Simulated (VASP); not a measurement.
# Pd in VASP: a series of runs

Runs on Pd. Level: PBE. Tasks: single point.

Program: VASP 6.6.1. These are calculated values, not measurements. Logs are shortened: lines on timing, memory, paths and dates and some standing lists are left out, and cuts for length are marked.

### Step 1. The cell of the first run

The cell holds a slab with vacuum, 5 atoms: a = 2.790 Å, b = 3.946 Å, c = 21.581 Å, α = 90.00°, β = 90.00°, γ = 90.00°.

### Step 2. Single point, PBE

File INCAR:

```
SYSTEM = Pd
PREC = Accurate
ENCUT = 520
EDIFF = 1E-7
ISMEAR = -1
SIGMA = 0.1
LREAL = .FALSE.
LASPH = .TRUE.
NELM = 100
ALGO = Normal
ISIF = 2
LWAVE = .FALSE.
LCHARG = .FALSE.
LDIPOL = .TRUE.
IDIPOL = 3
DIPOL = 0.5 0.5 0.500
GGA = PE
NBANDS = 33
```

File KPOINTS:

```
Automatic mesh
0
G
  12 8 1
  0 0 0
```

File POSCAR:

```
Pd
1.0
    2.7903171792      0.0000000000      0.0000000000
    0.0000000000      3.9461043981      0.0000000000
    0.0000000000      0.0000000000     21.5806000000
Pd
5
Direct
    0.0000000000      0.0000000000      0.3707025210
    0.5000000000      0.5000000000      0.4353512603
    0.0000000000      0.0000000000      0.5000000000
    0.5000000000      0.5000000000      0.5646487397
    0.0000000000      0.0000000000      0.6292974790
```

Potentials or basis: VASP PAW PBE potentials, release 64 (Pd).

Started as:

```
cat potpaw_PBE.64/Pd/POTCAR > POTCAR
mpirun -np 1 vasp_std > vasp.out
```

OUTCAR:

```text
SYSTEM = Pd
   PREC = Accurate
   ENCUT = 520
   EDIFF = 1E-7
   ISMEAR = -1
   LREAL = .FALSE.
   LASPH = .TRUE.
   NELM = 100
   ISIF = 2
   GGA = PE

 ion  position               nearest neighbor table
   1  0.000  0.000  0.371-   3 2.79   2 2.79   2 2.79   2 2.79   2 2.79
   2  0.500  0.500  0.435-   1 2.79   1 2.79   1 2.79   1 2.79   3 2.79   3 2.79   3 2.79   3 2.79
                             4 2.79
   3  0.000  0.000  0.500-   1 2.79   5 2.79   4 2.79   2 2.79   2 2.79   4 2.79   2 2.79   4 2.79
                             2 2.79   4 2.79
   4  0.500  0.500  0.565-   5 2.79   5 2.79   5 2.79   5 2.79   3 2.79   3 2.79   3 2.79   3 2.79
                             2 2.79
   5  0.000  0.000  0.629-   3 2.79   4 2.79   4 2.79   4 2.79   4 2.79

  LATTYP: Found a simple orthorhombic cell.
 ALAT       =     2.7903171792
 B/A-ratio  =     1.4142135624
 C/A-ratio  =     7.7341028328

  Lattice vectors:

 A1 = (   2.7903171792,   0.0000000000,   0.0000000000)
 A2 = (   0.0000000000,   3.9461043981,   0.0000000000)
 A3 = (   0.0000000000,   0.0000000000,  21.5806000000)

Analysis of symmetry for initial positions (statically):
=====================================================================
 Subroutine PRICEL returns:
 Original cell was already a primitive cell.

 Routine SETGRP: Setting up the symmetry group for a
 simple orthorhombic supercell.

 Subroutine GETGRP returns: Found  8 space group operations
 (whereof  8 operations were pure point group operations)
 out of a pool of  8 trial point group operations.

The static configuration has the point symmetry D_2h.

Analysis of symmetry for dynamics (positions and initial velocities):
=====================================================================
 Subroutine PRICEL returns:
 Original cell was already a primitive cell.

 Routine SETGRP: Setting up the symmetry group for a
 simple orthorhombic supercell.

 Subroutine GETGRP returns: Found  8 space group operations
 (whereof  8 operations were pure point group operations)
 out of a pool of  8 trial point group operations.

The dynamic configuration has the point symmetry D_2h.

 Subroutine INISYM returns: Found  8 space group operations
 (whereof  8 operations are pure point group operations),
 and found     1 'primitive' translations

----------------------------------------------------------------------------------------

                                     Primitive cell

  volume of cell :     237.6215

  direct lattice vectors                    reciprocal lattice vectors
     2.790317179  0.000000000  0.000000000     0.358382197  0.000000000  0.000000000
     0.000000000  3.946104398  0.000000000     0.000000000  0.253414482  0.000000000
     0.000000000  0.000000000 21.580600000     0.000000000  0.000000000  0.046337915

  length of vectors
     2.790317179  3.946104398 21.580600000     0.358382197  0.253414482  0.046337915

  position of ions in fractional coordinates (direct lattice)
     0.000000000  0.000000000  0.370702521
     0.500000000  0.500000000  0.435351260
     0.000000000  0.000000000  0.500000000
     0.500000000  0.500000000  0.564648740
     0.000000000  0.000000000  0.629297479

  ion indices of the primitive-cell ions
   primitive index   ion index
                 1           1
                 2           2
                 3           3
                 4           4
                 5           5

----------------------------------------------------------------------------------------

 KPOINTS: Automatic mesh

Automatic generation of k-mesh.
 Grid dimensions read from file:
 generate k-points for:   12    8    1

 Generating k-lattice:

  Cartesian coordinates                     Fractional coordinates (reciprocal lattice)
     0.029865183  0.000000000  0.000000000     0.083333333  0.000000000  0.000000000
     0.000000000  0.031676810  0.000000000     0.000000000  0.125000000  0.000000000
     0.000000000  0.000000000  0.046337915     0.000000000  0.000000000  1.000000000

  Length of vectors
     0.029865183  0.031676810  0.046337915

  Shift w.r.t. Gamma in fractional coordinates (k-lattice)
     0.000000000  0.000000000  0.000000000

 Subroutine IBZKPT returns following result:
 ===========================================

 Found     35 irreducible k-points:

 Following reciprocal coordinates:
            Coordinates               Weight
  0.000000  0.000000  0.000000      1.000000
  0.083333  0.000000  0.000000      2.000000
  0.166667  0.000000  0.000000      2.000000
  0.250000  0.000000  0.000000      2.000000
  0.333333  0.000000  0.000000      2.000000
  0.416667  0.000000  0.000000      2.000000
[... 16 lines left out ...]
  0.083333  0.375000  0.000000      4.000000
  0.166667  0.375000  0.000000      4.000000
 [... further k-points ...]
   k-points           NKPTS =     35   k-points in BZ     NKDIM =     35   number of bands    NBANDS=     33
   number of dos      NEDOS =    301   number of ions     NIONS =      5
   total plane-waves  NPLWV = 116640
   dimension x,y,z NGX =    24 NGY =   30 NGZ =  162
   dimension x,y,z NGXF=    48 NGYF=   60 NGZF=  324
   ions per type =               5
   NGX,Y,Z   is equivalent  to a cutoff of  14.30, 12.64, 12.48 a.u.
   NGXF,Y,Z  is equivalent  to a cutoff of  28.60, 25.28, 24.96 a.u.
 SYSTEM =  Pd
   PREC   = accura    normal or accurate (medium, high low for compatibility)
   ISTART =      0    job   : 0-new  1-cont  2-samecut
   ICHARG =      2    charge: 1-file 2-atom 10-const
   ISPIN  =      1    spin polarized calculation?
   LNONCOLLINEAR =      F non collinear calculations
   LSORBIT =      F    spin-orbit coupling
   LASPH  =      T    aspherical Exc in radial PAW
   ENCUT  =  520.0 eV  38.22 Ry    6.18 a.u.   5.19  7.34 40.13*2*pi/ulx,y,z
   NELM   =    100;   NELMIN=  2; NELMDL= -5     # of ELM steps
   EDIFF  = 0.1E-06   stopping-criterion for ELM
   LREAL  =      F    real-space projection
   EDIFFG = 0.1E-05   stopping-criterion for IOM
   NSW    =      0    number of steps for IOM
   IBRION =     -1    ionic relax: 0-MD 1-quasi-New 2-CG
   NFREE  =      0    steps in history (QN), initial steepest desc. (CG)
   ISIF   =      2    stress and relaxation
   ISYM   =      2    0-nonsym 1-usesym 2-fastsym
   POTIM  = 0.5000    time-step for ionic-motion
   TEBEG  =    0.0;   TEEND  =   0.0 temperature during run
   PSTRESS=    0.0 pullay stress
   NELECT =      50.0000    total number of electrons
   NUPDOWN=      -1.0000    fix difference up-down
   EMIN   =  10.00;   EMAX   =-10.00  energy-range for DOS
   EFERMI =   0.00;   METHOD = LEGACY
   ISMEAR =    -1;   SIGMA  =   0.10  broadening in eV -4-tet -1-fermi 0-gaus
   EFERMI_NEDOS =   21; number of points for ismear=-14 and -15
   IALGO  =     38    algorithm
   IMIX   =      4    mixing-type and parameters
     AMIX     =   0.40;   BMIX     =  1.00
     AMIX_MAG =   1.60;   BMIX_MAG =  1.00
  volume/ion in A,a.u.               =      47.52       320.71
  Fermi-wavevector in a.u.,A,eV,Ry     =   0.973725  1.840073 12.900231  0.948140
  Thomas-Fermi vector in A             =   2.104127
   LORBIT       =      0    0 simple, 1 ext, 2 COOP (PROOUT), +10 PAW based schemes
   GGA     = PE    functional components
   LHFCALC =     F    Hartree Fock is set to
   AEXX    =    0.0000 exact exchange contribution
   IVDW    =     0    specifies the selected vdW correction
   LEPSILON=     F    determine dielectric tensor
   LRPA    =     F    only Hartree local field effects (RPA)
 non-spin polarized calculation
  energy-cutoff  :      520.00
  volume of cell :      237.62
 maximum number of plane-waves:      6442
 NGX is ok and might be reduce to    24
   NGX = 11   NGY = 15   NGZ = 81

 dipolmoment           0.000000      0.000000     -0.000000 electrons x Angstroem

 number of electron      49.9999991 magnetization

 dipolmoment           0.000000      0.000000      0.000000 electrons x Angstroem

 Free energy of the ion-electron system (eV)
  ---------------------------------------------------
  ext. energy  EPLUGINS =         0.00000000
  ---------------------------------------------------
  free energy    TOTEN  =       -24.04634268 eV

  energy without entropy =      -23.69187465  energy(sigma->0) =      -23.86910866

 E-fermi :  -0.2696     XC(G=0):  -5.0527

 val. band max:       -0.2781752855   @ k =   0.0000   0.1250   0.0000
 cond. band min:      -0.2661342577   @ k =   0.4167   0.2500   0.0000
 fundamental gap:      0.0120410278
 Fermi energy:        -0.2696454683

 k-point     1 :       0.0000    0.0000    0.0000
  band No.  band energies     occupation
      1      -6.3360      2.00000
      2      -4.9228      2.00000
      3      -4.7040      2.00000
      4      -4.5052      2.00000
      5      -4.1491      2.00000
      6      -3.6189      2.00000
[... 25 lines left out ...]
     32       4.8007      0.00000
     33       4.8580      0.00000

 k-point     2 :       0.0833    0.0000    0.0000
  band No.  band energies     occupation
      1      -6.1794      2.00000
      2      -4.8045      2.00000
      3      -4.5870      2.00000
      4      -4.4396      2.00000
      5      -4.0216      2.00000
      6      -3.4324      2.00000
[... 25 lines left out ...]
     32       4.9380      0.00000
     33       5.0002      0.00000

 k-point     3 :       0.1667    0.0000    0.0000
  band No.  band energies     occupation
      1      -5.7439      2.00000
      2      -4.5388      2.00000
      3      -4.4054      2.00000
      4      -4.2114      2.00000
      5      -3.7040      2.00000
      6      -3.6912      2.00000
[... 25 lines left out ...]
     32       5.4125      0.00000
     33       5.8833      0.00000

 k-point     4 :       0.2500    0.0000    0.0000
  band No.  band energies     occupation
      1      -5.1542      2.00000
      2      -4.4706      2.00000
      3      -4.3608      2.00000
      4      -4.0742      2.00000
      5      -4.0339      2.00000
      6      -3.7907      2.00000
[... 25 lines left out ...]
     32       6.0600      0.00000
     33       7.3091      0.00000

 k-point     5 :       0.3333    0.0000    0.0000
  band No.  band energies     occupation
      1      -4.7324      2.00000
      2      -4.6755      2.00000
      3      -4.3954      2.00000
      4      -4.3416      2.00000
      5      -4.2699      2.00000
      6      -3.5773      2.00000
[... 604 lines left out ...]
 k-point    22 :       0.0000    0.3750    0.0000
  band No.  band energies     occupation
      1      -5.1709      2.00000
      2      -4.8887      2.00000
      3      -4.6450      2.00000
      4      -4.2682      2.00000
      5      -3.9742      2.00000
      6      -3.7744      2.00000
[... 25 lines left out ...]
     32       3.3362      0.00000
     33       5.5489      0.00000

 k-point    23 :       0.0833    0.3750    0.0000
  band No.  band energies     occupation
      1      -5.0256      2.00000
      2      -4.7577      2.00000
      3      -4.4975      2.00000
      4      -4.1558      2.00000
      5      -3.8154      2.00000
      6      -3.7455      2.00000
[... 25 lines left out ...]
     32       3.5994      0.00000
     33       5.6716      0.00000

 k-point    24 :       0.1667    0.3750    0.0000
  band No.  band energies     occupation
      1      -4.6706      2.00000
      2      -4.4202      2.00000
      3      -4.1796      2.00000
      4      -3.8642      2.00000
      5      -3.7267      2.00000
      6      -3.4188      2.00000
[... 25 lines left out ...]
     32       4.3000      0.00000
     33       6.0367      0.00000

 [... further k-points ...]

------------------------ aborting loop because EDIFF is reached ----------------------------------------

 vacuum level on the upper side and lower side of the slab       (xc-potential included)        -0.063        -0.063

  FORCE on cell =-STRESS in cart. coord.  units (eV):
  Direction    XX          YY          ZZ          XY          YZ          ZX
  --------------------------------------------------------------------------------------
  -------------------------------------------------------------------------------------
  Total       -3.2790936     -3.2390502     -1.7048161     -0.0000000      0.0000000      0.0000000
  in kB      -22.1094908    -21.8394955    -11.4948274     -0.0000000      0.0000000      0.0000000
  external PRESSURE =     -18.4812712 kB  Pullay stress =       0.0000000 kB

 VOLUME and BASIS-vectors are now :
 -----------------------------------------------------------------------------
  energy-cutoff  :      520.00
  volume of cell :      237.62
      direct lattice vectors                 reciprocal lattice vectors
     2.790317179  0.000000000  0.000000000     0.358382197  0.000000000  0.000000000
     0.000000000  3.946104398  0.000000000     0.000000000  0.253414482  0.000000000
     0.000000000  0.000000000 21.580600000     0.000000000  0.000000000  0.046337915

 POSITION                                       TOTAL-FORCE (eV/Angst)
 -----------------------------------------------------------------------------------
      0.00000      0.00000      7.99998         0.000000     -0.000000      0.532758
      1.39516      1.97305      9.39514        -0.000000      0.000000     -0.468852
      0.00000      0.00000     10.79030        -0.000000      0.000000      0.000000
      1.39516      1.97305     12.18546        -0.000000      0.000000      0.468852
      0.00000      0.00000     13.58062        -0.000000      0.000000     -0.532758
 -----------------------------------------------------------------------------------
    total drift:                                0.000000      0.000000      0.000000

  FREE ENERGIE OF THE ION-ELECTRON SYSTEM (eV)
  ---------------------------------------------------
  free  energy   TOTEN  =       -24.0463426809 eV

  energy  without entropy=      -23.6918746469  energy(sigma->0) =      -23.86910866

 vacuum level on the upper side and lower side of the slab         4.415         4.415
```

Run time: 3.4 min. Hardware: 1 thread of Intel Xeon 6975P-C (Granite Rapids), shared host; peak memory 0.44 GiB.

Results:

```yaml
Free_energy: -24.0463 eV
Largest_force: 0.533 eV/Å
Band_gap_on_the_k_mesh: zero (bands 25 and 26 overlap by 0.38 eV)
```

Forces on the atoms (eV/Å):
```
Pd   0.000  0.000  0.533
Pd   0.000  0.000 -0.469
Pd   0.000  0.000  0.000
Pd   0.000  0.000  0.469
Pd   0.000  0.000 -0.533
```

### Step 3. Single point, PBE

File INCAR:

```
SYSTEM = Pd
ALGO = Normal ; DIPOL = 0.5 0.5 0.500
EDIFF = 1E-7 ; ENCUT = 520
GGA = PE ; IDIPOL = 3
ISIF = 2 ; ISMEAR = -1
LASPH = .True. ; LCHARG = .True.
LDIPOL = .True. ; LELF = .True.
LREAL = .False. ; LVACPOTAV = .True.
LVHAR = .True. ; LWAVE = .False.
NBANDS = 33 ; NELM = 80
PREC = Accurate ; SIGMA = 0.1
```

File KPOINTS:

```
k-points
0
Gamma
  12 8 1
  0 0 0
```

File POSCAR:

```
Pd
1.0
    2.7903171792      0.0000000000      0.0000000000
    0.0000000000      3.9461043981      0.0000000000
    0.0000000000      0.0000000000     21.5806000000
Pd
5
Direct
    0.0000000000      0.0000000000      0.3750823137
    0.5000000000      0.5000000000      0.4335410277
    0.0000000000      0.0000000000      0.4999999997
    0.5000000000      0.5000000000      0.5664589724
    0.0000000000      0.0000000000      0.6249176865
```

Potentials or basis: VASP PAW PBE potentials, release 64 (Pd).

Started as:

```
cat potpaw_PBE.64/Pd/POTCAR > POTCAR
mpirun -np 1 vasp_std > vasp.out
```

It took 4 min on 1 thread of Intel Xeon 6975P-C (Granite Rapids), shared host; peak memory 0.44 GiB.

Results (log left out):

```yaml
Free_energy: -24.1191 eV
Largest_force: 0.023 eV/Å
Band_gap_on_the_k_mesh: zero (bands 25 and 26 overlap by 0.45 eV)
```

Forces in eV/Å, atoms in the order of the input:
```
Pd   0.000  0.000  0.023
Pd   0.000  0.000 -0.008
Pd   0.000  0.000  0.000
Pd   0.000  0.000  0.008
Pd   0.000  0.000 -0.023
```

Levels at points of the mesh, in eV from the Fermi level:
```csv
k point,band 22,band 23,band 24,band 25,band 26,band 27,band 28,band 29
"(0.00, 0.00, 0.00)",-0.74,-0.74,-0.38,-0.21,-0.06,0.24,0.41,2.35
"(0.50, 0.00, 0.00)",-0.05,-0.03,0.12,0.24,2.40,2.54,3.04,3.08
"(0.00, 0.50, 0.00)",-0.27,-0.21,-0.17,-0.13,-0.09,0.08,0.17,0.66
"(0.50, 0.50, 0.00)",-0.02,-0.01,0.03,0.13,2.21,2.46,4.76,5.19
```

### Step 4. Single point, PBE

File INCAR:

```
PREC = Accurate
ENCUT = 520
EDIFF = 1E-7
ISMEAR = -1
SIGMA = 0.1
LREAL = False
LASPH = True
NELM = 80
ALGO = Normal
ISIF = 2
LWAVE = False
LCHARG = False
GGA = PE
NBANDS = 33
```

File KPOINTS:

```
regular mesh
0
Gamma
  12 8 1
```

POSCAR is that of step 3.

Started as:

```
cat potpaw_PBE.64/Pd/POTCAR > POTCAR
mpirun -np 1 vasp_std > vasp.out
```

It took 3.7 min on 1 thread of Intel Xeon 6975P-C (Granite Rapids), shared host; peak memory 0.44 GiB.

The run converged. Its results:

```yaml
Free_energy: -24.1191 eV
Largest_force: 0.023 eV/Å
Band_gap_on_the_k_mesh: zero (bands 25 and 26 overlap by 0.45 eV)
```

Forces on the atoms (eV/Å):
```
Pd   0.000  0.000  0.023
Pd   0.000  0.000 -0.008
Pd   0.000  0.000  0.000
Pd   0.000  0.000  0.008
Pd   0.000  0.000 -0.023
```

Levels at points of the mesh, in eV from the Fermi level:
```
           k point  band 21  band 22  band 23  band 24  band 25  band 26  band 27  band 28  band 29  band 30
(0.00, 0.00, 0.00)    -1.01    -0.74    -0.74    -0.38    -0.21    -0.06     0.24     0.41     2.35     4.35
(0.50, 0.00, 0.00)    -0.37    -0.05    -0.03     0.12     0.24     2.40     2.54     3.04     3.08     3.61
(0.00, 0.50, 0.00)    -0.54    -0.27    -0.21    -0.17    -0.13    -0.09     0.08     0.17     0.66     1.66
(0.50, 0.50, 0.00)    -0.06    -0.02    -0.01     0.03     0.13     2.21     2.46     4.76     5.19     7.02
```

Caveat: there is no dipole correction, which matters where the two faces differ.

### Step 5. Overview

| cell | dipole correction | gap on the mesh (eV) | largest force (eV/Å) |
| --- | --- | --- | --- |
| as given, atomic positions A | yes | none | 0.53 |
| as given, atomic positions B | yes | none | 0.02 |
| as given, atomic positions B | no | none | 0.02 |

Alike in all rows: task single point; level PBE; potentials or basis VASP PAW PBE potentials, release 64 (Pd); no spin polarisation; k mesh 12 × 8 × 1; cutoff (eV) 520; smearing fermi-dirac 0.1 eV.

Caveats: there is no dipole correction, which matters where the two faces differ (at least some runs).

Total energies depend on the potentials used, so only differences within one code and one set of settings carry meaning.
